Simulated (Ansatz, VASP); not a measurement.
## One calculation of GaAs, two programs

```
Ga As
1.0
     0.00000    2.80169    2.80169
     2.80169    0.00000    2.80169
     2.80169    2.80169    0.00000
Ga As
1 1
Direct
  0.00000 0.00000 0.00000
  0.75000 0.75000 0.75000
```

Alike in both runs: functional LDA; k mesh 12 × 12 × 12; occupations gaussian, width 0.1 eV; no spin polarisation.

Ansatz relaxed the structure, and its values are those at the end. VASP's run is a single point on that final structure, the one shown.

|  | VASP | Ansatz |
| --- | --- | --- |
| version | VASP 6.6.1 | Ansatz 0.2.0 |
| potentials or method | VASP PAW LDA potentials, release 64 (Ga_d, As), cutoff 520 eV | scalar-relativistic, plane waves, PAW |
| valence electrons in the cell | 18 | 28 |

VASP gave:

```
gap on the k mesh at the Fermi level (eV) : 0.54
least direct gap on the mesh (eV)         : 0.54
pressure (GPa)                            : 0.3
```

Task: Which values does Ansatz return?

Result: gap on the k mesh at the Fermi level (eV): 0.49; least direct gap on the mesh (eV): 0.49; pressure (GPa): 0.0.

LDA's correlation is that of Perdew and Zunger in VASP and of Perdew and Wang (1992) in Ansatz. VASP's potentials hold 18 valence electrons a cell and Ansatz's 28, so a difference there can come from the potentials and not from the codes.
